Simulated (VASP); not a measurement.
# FeGe (P6/mmm) in VASP: a series of runs, part 3 of 3

VASP 6.6.1. The steps go on from the part before.

## 4. Relaxation of shape and atoms at fixed volume, PBE (14.38 Å³/atom)

This run uses another cell than the first one, of 14.38 Å³/atom.

Contents of INCAR:

```
SYSTEM = FeGe
PREC = Accurate
ENCUT = 600
EDIFF = 1E-6
ISMEAR = 0
SIGMA = 0.05
LREAL = .FALSE.
LASPH = .TRUE.
NELM = 100
ALGO = Normal
ISIF = 4
LWAVE = .FALSE.
LCHARG = .FALSE.
GGA = PE
IBRION = 2
NSW = 60
EDIFFG = -0.01
```

Contents of KPOINTS:

```
Automatic mesh
0
G
  10 10 10
  0 0 0
```

Contents of POSCAR:

```
FeGe
1.0
    5.0269733029      0.0000000000      0.0000000000
   -2.5134866514      4.3534865844      0.0000000000
    0.0000000000      0.0000000000      3.9417774561
Fe Ge
3 3
Direct
    0.5000000000      0.0000000000      0.0000000000
    0.5000000000      0.5000000000      0.0000000000
    0.0000000000      0.5000000000      0.0000000000
    0.0000000000      0.0000000000      0.0000000000
    0.3333333333      0.6666666667      0.5000000000
    0.6666666667      0.3333333333      0.5000000000
```

Potentials or basis: VASP PAW PBE potentials, release 64 (Fe, Ge_d).

The run is started by

```
$ cat potpaw_PBE.64/Fe/POTCAR potpaw_PBE.64/Ge_d/POTCAR > POTCAR
$ mpirun -np 1 vasp_std > vasp.out
```

OUTCAR:

```text
SYSTEM = FeGe
   PREC = Accurate
   ENCUT = 600
   EDIFF = 1E-6
   ISMEAR = 0
   LREAL = .FALSE.
   LASPH = .TRUE.
   NELM = 100
   ISIF = 4
   GGA = PE
   IBRION = 2
   NSW = 60
   EDIFFG = -0.01

 ion  position               nearest neighbor table
   1  0.500  0.000  0.000-   5 2.45   6 2.45   5 2.45   6 2.45   2 2.51   2 2.51   3 2.51   3 2.51
                             4 2.51   4 2.51
   2  0.500  0.500  0.000-   5 2.45   6 2.45   5 2.45   6 2.45   1 2.51   1 2.51   4 2.51   4 2.51
                             3 2.51   3 2.51
   3  0.000  0.500  0.000-   5 2.45   6 2.45   5 2.45   6 2.45   4 2.51   4 2.51   1 2.51   1 2.51
                             2 2.51   2 2.51
   4  0.000  0.000  0.000-   3 2.51   3 2.51   2 2.51   2 2.51   1 2.51   1 2.51
   5  0.333  0.667  0.500-   1 2.45   1 2.45   3 2.45   3 2.45   2 2.45   2 2.45   6 2.90   6 2.90
                             6 2.90
   6  0.667  0.333  0.500-   1 2.45   1 2.45   3 2.45   3 2.45   2 2.45   2 2.45   5 2.90   5 2.90
                             5 2.90

  LATTYP: Found a hexagonal cell.
 ALAT       =     5.0269733029
 C/A-ratio  =     0.7841254008

  Lattice vectors:

 A1 = (   5.0269733029,   0.0000000000,   0.0000000000)
 A2 = (  -2.5134866514,   4.3534865844,   0.0000000000)
 A3 = (   0.0000000000,   0.0000000000,   3.9417774561)

Analysis of symmetry for initial positions (statically):
=====================================================================
 Subroutine PRICEL returns:
 Original cell was already a primitive cell.

 Routine SETGRP: Setting up the symmetry group for a
 hexagonal supercell.

 Subroutine GETGRP returns: Found 24 space group operations
 (whereof 24 operations were pure point group operations)
 out of a pool of 24 trial point group operations.

The static configuration has the point symmetry D_6h.

Analysis of symmetry for dynamics (positions and initial velocities):
=====================================================================
 Subroutine PRICEL returns:
 Original cell was already a primitive cell.

 Routine SETGRP: Setting up the symmetry group for a
 hexagonal supercell.

 Subroutine GETGRP returns: Found 24 space group operations
 (whereof 24 operations were pure point group operations)
 out of a pool of 24 trial point group operations.

The dynamic configuration has the point symmetry D_6h.

 Subroutine INISYM returns: Found 24 space group operations
 (whereof 24 operations are pure point group operations),
 and found     1 'primitive' translations

----------------------------------------------------------------------------------------

                                     Primitive cell

  volume of cell :      86.2653

  direct lattice vectors                    reciprocal lattice vectors
     5.026973303  0.000000000  0.000000000     0.198926857  0.114850475  0.000000000
    -2.513486651  4.353486584  0.000000000     0.000000000  0.229700949  0.000000000
     0.000000000  0.000000000  3.941777456     0.000000000  0.000000000  0.253692658

  length of vectors
     5.026973303  5.026973303  3.941777456     0.229700949  0.229700949  0.253692658

  position of ions in fractional coordinates (direct lattice)
     0.500000000  0.000000000  0.000000000
     0.500000000  0.500000000  0.000000000
     0.000000000  0.500000000  0.000000000
     0.000000000  0.000000000  0.000000000
[... 45 lines left out ...]
  0.500000  0.000000  0.000000      3.000000
[... 16 lines left out ...]
  0.300000  0.100000  0.100000     24.000000
  0.400000  0.100000  0.100000     24.000000
 [... further k-points ...]
   k-points           NKPTS =     84   k-points in BZ     NKDIM =     84   number of bands    NBANDS=     39
   number of dos      NEDOS =    301   number of ions     NIONS =      6
   total plane-waves  NPLWV =  51200
   dimension x,y,z NGX =    40 NGY =   40 NGZ =   32
   dimension x,y,z NGXF=    80 NGYF=   80 NGZF=   64
   ions per type =               3   3
   NGX,Y,Z   is equivalent  to a cutoff of  13.23, 13.23, 13.50 a.u.
   NGXF,Y,Z  is equivalent  to a cutoff of  26.46, 26.46, 26.99 a.u.
 SYSTEM =  FeGe
   PREC   = accura    normal or accurate (medium, high low for compatibility)
   ISTART =      0    job   : 0-new  1-cont  2-samecut
   ICHARG =      2    charge: 1-file 2-atom 10-const
   ISPIN  =      1    spin polarized calculation?
   LNONCOLLINEAR =      F non collinear calculations
   LSORBIT =      F    spin-orbit coupling
   LASPH  =      T    aspherical Exc in radial PAW
   ENCUT  =  600.0 eV  44.10 Ry    6.64 a.u.  10.04 10.04  7.87*2*pi/ulx,y,z
   NELM   =    100;   NELMIN=  2; NELMDL= -5     # of ELM steps
   EDIFF  = 0.1E-05   stopping-criterion for ELM
   LREAL  =      F    real-space projection
   EDIFFG = -.1E-01   stopping-criterion for IOM
   NSW    =     60    number of steps for IOM
   IBRION =      2    ionic relax: 0-MD 1-quasi-New 2-CG
   NFREE  =      1    steps in history (QN), initial steepest desc. (CG)
   ISIF   =      4    stress and relaxation
   ISYM   =      2    0-nonsym 1-usesym 2-fastsym
   POTIM  = 0.5000    time-step for ionic-motion
   TEBEG  =    0.0;   TEEND  =   0.0 temperature during run
   PSTRESS=    0.0 pullay stress
   NELECT =      66.0000    total number of electrons
   NUPDOWN=      -1.0000    fix difference up-down
   EMIN   =  10.00;   EMAX   =-10.00  energy-range for DOS
   EFERMI =   0.00;   METHOD = LEGACY
   ISMEAR =     0;   SIGMA  =   0.05  broadening in eV -4-tet -1-fermi 0-gaus
   EFERMI_NEDOS =   21; number of points for ismear=-14 and -15
   IALGO  =     38    algorithm
   IMIX   =      4    mixing-type and parameters
     AMIX     =   0.40;   BMIX     =  1.00
     AMIX_MAG =   1.60;   BMIX_MAG =  1.00
  volume/ion in A,a.u.               =      14.38        97.02
  Fermi-wavevector in a.u.,A,eV,Ry     =   1.497307  2.829500 30.503284  2.241928
  Thomas-Fermi vector in A             =   2.609212
   LORBIT       =      0    0 simple, 1 ext, 2 COOP (PROOUT), +10 PAW based schemes
   GGA     = PE    functional components
   LHFCALC =     F    Hartree Fock is set to
   AEXX    =    0.0000 exact exchange contribution
   IVDW    =     0    specifies the selected vdW correction
   LEPSILON=     F    determine dielectric tensor
   LRPA    =     F    only Hartree local field effects (RPA)
 conjugate gradient relaxation of ions
 non-spin polarized calculation
 Gauss-broadening in eV      SIGMA  =   0.05
  energy-cutoff  :      600.00
  volume of cell :       86.27
 maximum number of plane-waves:      2914
   NGX = 21   NGY = 21   NGZ = 15

 number of electron      66.0000006 magnetization

 Free energy of the ion-electron system (eV)
  ---------------------------------------------------
  ext. energy  EPLUGINS =         0.00000000
  ---------------------------------------------------
  free energy    TOTEN  =       -38.36899660 eV

  energy without entropy =      -38.34774319  energy(sigma->0) =      -38.35836990

 E-fermi :   6.6876     XC(G=0): -12.0941

 val. band max:        6.6873259174   @ k =   0.3000   0.1000   0.1000
 cond. band min:       6.6888873941   @ k =   0.0000   0.0000   0.1000
 fundamental gap:      0.0015614768
 Fermi energy:         6.6876071894

 k-point     1 :       0.0000    0.0000    0.0000
  band No.  band energies     occupation
      1     -18.0966      2.00000
      2     -18.0159      2.00000
      3     -18.0159      2.00000
      4     -17.8625      2.00000
      5     -17.8625      2.00000
      6     -17.7969      2.00000
[... 997 lines left out ...]
     38       9.5541      0.00000
     39       9.7936      0.00000

 [... further k-points ...]

------------------------ aborting loop because EDIFF is reached ----------------------------------------

  FORCE on cell =-STRESS in cart. coord.  units (eV):
  Direction    XX          YY          ZZ          XY          YZ          ZX
  --------------------------------------------------------------------------------------
  -------------------------------------------------------------------------------------
  Total       -1.6426880     -1.6426880     -1.5898732     -0.0000000     -0.0000000      0.0000000
  in kB      -30.5091269    -30.5091269    -29.5282147     -0.0000000     -0.0000000      0.0000000
  external PRESSURE =     -30.1821562 kB  Pullay stress =       0.0000000 kB

 VOLUME and BASIS-vectors are now :
 -----------------------------------------------------------------------------
  energy-cutoff  :      600.00
  volume of cell :       86.27
      direct lattice vectors                 reciprocal lattice vectors
     5.026973303  0.000000000  0.000000000     0.198926857  0.114850475  0.000000000
    -2.513486651  4.353486584  0.000000000     0.000000000  0.229700949  0.000000000
     0.000000000  0.000000000  3.941777456     0.000000000  0.000000000  0.253692658

 POSITION                                       TOTAL-FORCE (eV/Angst)
 -----------------------------------------------------------------------------------
      2.51349      0.00000      0.00000        -0.000000      0.000000      0.000000
      1.25674      2.17674      0.00000        -0.000000      0.000000      0.000000
     -1.25674      2.17674      0.00000        -0.000000      0.000000      0.000000
      0.00000      0.00000      0.00000        -0.000000      0.000000      0.000000
     -0.00000      2.90232      1.97089        -0.000000      0.000000      0.000000
      2.51349      1.45116      1.97089         0.000000     -0.000000     -0.000000
 -----------------------------------------------------------------------------------
    total drift:                               -0.000000      0.000000     -0.000000

  FREE ENERGIE OF THE ION-ELECTRON SYSTEM (eV)
  ---------------------------------------------------
  free  energy   TOTEN  =       -38.3689966013 eV

  energy  without entropy=      -38.3477431935  energy(sigma->0) =      -38.35836990

 reached required accuracy - stopping structural energy minimisation
```

Run time: 6.8 min. Hardware: 1 thread of Intel Xeon Platinum 8375C at 2.90GHz (Ice Lake), shared host; peak memory 0.41 GiB.

Results:

- Free energy: -38.3690 eV
- Pressure after relaxing: -3.0 GPa
- Band gap on the k mesh: zero (bands 33 and 34 overlap by 0.49 eV)

Stress tensor (GPa, compression positive):
```
-3.05  0.00  0.00
 0.00 -3.05  0.00
 0.00  0.00 -2.95
```

Final structure:
```
Fe Ge
1.0
     5.02697    0.00000    0.00000
    -2.51349    4.35349    0.00000
     0.00000    0.00000    3.94178
Fe Ge
3 3
Direct
  0.50000 0.00000 0.00000
  0.50000 0.50000 0.00000
  0.00000 0.50000 0.00000
  0.00000 0.00000 0.00000
  0.33333 0.66667 0.50000
  0.66667 0.33333 0.50000
```

Levels at points of the mesh, in eV from the Fermi level:
```csv
k point,band 29,band 30,band 31,band 32,band 33,band 34,band 35,band 36,band 37,band 38
"(0.00, 0.00, 0.00)",-1.61,-0.20,-0.20,0.01,0.02,0.02,0.79,1.15,2.23,2.23
"(0.50, 0.00, 0.00)",-0.98,-0.73,-0.62,-0.14,0.02,1.41,1.57,1.60,2.31,2.73
"(0.00, 0.00, 0.50)",-1.44,-0.58,-0.58,-0.35,-0.14,-0.14,-0.10,-0.10,-0.06,1.15
"(0.50, 0.00, 0.50)",-1.30,-0.96,-0.59,-0.54,-0.12,-0.12,-0.08,0.07,0.81,1.91
```

Caveat: the run has no spin polarisation, though such a crystal can be magnetic. Spin polarisation is off, so any magnetic state and its effect on volume and gap are missing.

## 5. Relaxation of shape and atoms at fixed volume, PBE (14.66 Å³/atom)

This run uses another cell than the first one, of 14.66 Å³/atom.

Contents of INCAR:

```
PREC     = Accurate       # precision mode
ENCUT    = 600            # plane-wave cutoff, eV
EDIFF    = 1E-6           # SCF threshold, eV
ISMEAR   = 0              # smearing method
SIGMA    = 0.05           # smearing width, eV
LREAL    = F              # projectors in reciprocal space
LASPH    = T              # aspherical terms in the spheres
NELM     = 80             # most SCF steps
ALGO     = Normal         # electronic algorithm
ISIF     = 4              # what is computed and relaxed
LWAVE    = F              # write WAVECAR
LCHARG   = F              # write CHGCAR
GGA      = PE             # functional
IBRION   = 2              # ionic algorithm
NSW      = 60             # ionic steps
EDIFFG   = -0.01          # ionic threshold
```

Contents of KPOINTS:

```
regular mesh
0
Gamma
  10 10 10
```

POSCAR: that of step 4 with these lines changed.

```diff
@@ -2,5 +2,5 @@
 1.0
-    5.0269733029      0.0000000000      0.0000000000
-   -2.5134866514      4.3534865844      0.0000000000
-    0.0000000000      0.0000000000      3.9417774561
+    5.0596169013      0.0000000000      0.0000000000
+   -2.5298084506      4.3817567700      0.0000000000
+    0.0000000000      0.0000000000      3.9673741308
 Fe Ge
```

The run is started by

```
$ cat potpaw_PBE.64/Fe/POTCAR potpaw_PBE.64/Ge_d/POTCAR > POTCAR
$ mpirun -np 1 vasp_std > vasp.out
```

Wall time 9.9 min (1 thread of Intel Xeon Platinum 8375C at 2.90GHz (Ice Lake), shared host); peak memory 0.43 GiB.

Results (log left out):

| Quantity | Value |
| --- | --- |
| Free energy | -38.3231 eV |
| Energy gained by relaxing | 0.0 meV/atom |
| Ionic steps | 2 |
| Pressure after relaxing | -5.7 GPa |
| Band gap on the k mesh | zero (bands 33 and 34 overlap by 0.48 eV) |

Final structure:
```
CELL_PARAMETERS angstrom
5.05835 0.00000 0.00000
-2.52918 4.38066 0.00000
0.00000 0.00000 3.96936
ATOMIC_POSITIONS crystal
Fe 0.50000 0.00000 0.00000
Fe 0.50000 0.50000 0.00000
Fe 0.00000 0.50000 0.00000
Ge 0.00000 0.00000 0.00000
Ge 0.33333 0.66667 0.50000
Ge 0.66667 0.33333 0.50000
```

Levels at points of the mesh, in eV from the Fermi level:
| k point | band 30 | band 31 | band 32 | band 33 | band 34 | band 35 | band 36 | band 37 |
| --- | --- | --- | --- | --- | --- | --- | --- | --- |
| (0.00, 0.00, 0.00) | -0.19 | -0.19 | 0.01 | 0.02 | 0.02 | 0.75 | 1.12 | 2.17 |
| (0.50, 0.00, 0.00) | -0.71 | -0.60 | -0.14 | 0.02 | 1.37 | 1.51 | 1.56 | 2.27 |
| (0.00, 0.00, 0.50) | -0.57 | -0.57 | -0.33 | -0.14 | -0.14 | -0.10 | -0.10 | -0.06 |
| (0.50, 0.00, 0.50) | -0.93 | -0.57 | -0.53 | -0.12 | -0.11 | -0.07 | 0.06 | 0.80 |

Caveat: the run has no spin polarisation, though such a crystal can be magnetic. Spin polarisation is off, so any magnetic state and its effect on volume and gap are missing.

## 6. The runs side by side

| cell | gap on the mesh (eV) | pressure (GPa) |
| --- | --- | --- |
| relaxed from a = 4.926, b = 4.926, c = 3.863 Å, angles 90.0, 90.0, 120.0°, 6 atoms | none | 7.6 |
| relaxed from a = 4.960, b = 4.960, c = 3.890 Å, angles 90.0, 90.0, 120.0°, 6 atoms | none | 3.6 |
| relaxed from a = 5.027, b = 5.027, c = 3.942 Å, angles 90.0, 90.0, 120.0°, 6 atoms | none | -3.0 |
| relaxed from a = 5.060, b = 5.060, c = 3.967 Å, angles 90.0, 90.0, 120.0°, 6 atoms | none | -5.7 |

Alike in all rows: task relaxation of shape and atoms at fixed volume; level PBE; potentials or basis VASP PAW PBE potentials, release 64 (Fe, Ge_d); no spin polarisation; k mesh 10 × 10 × 10; cutoff (eV) 600; smearing gaussian 0.05 eV.

Caveats: the run has no spin polarisation, though such a crystal can be magnetic.

Absolute energies hang on the potentials; compare differences alone.
